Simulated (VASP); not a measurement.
Runs of VASP 6.6.1 on LiCl. It takes space group Fm-3m (No. 225, cubic). The conventional cell has a = 5.112 Å, b = 5.112 Å, c = 5.112 Å, α = 90.00°, β = 90.00°, γ = 90.00°. Li (site symmetry m-3m) has 6 Cl at 2.56 Å within 3.4 Å. Cl (site symmetry m-3m) has 6 Li at 2.56 Å within 3.4 Å. 

```csv
level,potentials or basis,k mesh,gap on the mesh (eV)
r2SCAN,"VASP PAW PBE potentials, release 64 (Li_sv, Cl)",6 × 6 × 6,7.36
PBE,"VASP PAW PBE potentials, release 64 (Li_sv, Cl)",8 × 8 × 8,6.40
LDA,"VASP PAW LDA potentials, release 64 (Li_sv, Cl)",8 × 8 × 8,(a)
PBE,"VASP PAW PBE potentials, release 64 (Li_sv, Cl)",6 × 6 × 6,6.40
```

Alike in all rows: task single point; no spin polarisation; cell as given; cutoff (eV) 520; smearing gaussian 0.01 eV.

**Question.** Fill in the values left out.

**Answer.** (a) 6.06.

A k mesh can miss the band edges.
